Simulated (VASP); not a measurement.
A run of VASP 6.6.1 is set up as follows.

Contents of INCAR:

```
SYSTEM = HRh8
PREC = Accurate
ENCUT = 520
EDIFF = 1E-6
ISMEAR = 0
SIGMA = 0.1
LREAL = .FALSE.
LASPH = .TRUE.
NELM = 80
ALGO = Normal
ISIF = 2
LWAVE = .FALSE.
LCHARG = .FALSE.
LDIPOL = .TRUE.
IDIPOL = 3
DIPOL = 0.5 0.5 0.310
GGA = PE
IVDW = 12
NBANDS = 70
```

The input KPOINTS:

```
regular mesh
0
G
  5 7 1
  0 0 0
```

File POSCAR:

```
HRh8
1.0
    5.3650160441      0.0000000000      0.0000000000
    0.0000000000      3.7936392259      0.0000000000
    0.0000000000      0.0000000000     21.2400770646
Rh H
8 1
Direct
    0.2500000000      0.5000000000      0.1883232338
    0.7500000000      0.5000000000      0.1883232338
    0.0000000000      0.0000000000      0.2514705570
    0.5000000000      0.0000000000      0.2514705570
    0.2500000000      0.5000000000      0.3153506346
    0.7500000000      0.5000000000      0.3153506346
    0.0000000000      0.0000000000      0.3738252475
    0.5000000000      0.0000000000      0.3738252475
    0.0833333333      0.3750000000      0.5291919154
```

Potentials or basis: VASP PAW PBE potentials, release 64 (Rh_pv, H).

Launch:

```bash
$ cat potpaw_PBE.64/Rh_pv/POTCAR potpaw_PBE.64/H/POTCAR > POTCAR
$ mpirun -np 1 vasp_std > vasp.out
```

(1) What does it give for the band gap on the k mesh?

(2) What does it give for the largest force?

(3) Estimate the dispersion energy per atom.

Answers

(1) zero (an odd number of electrons rules out a gap without spin polarisation).

(2) 0.624 eV/Å.

(3) -0.344 eV.
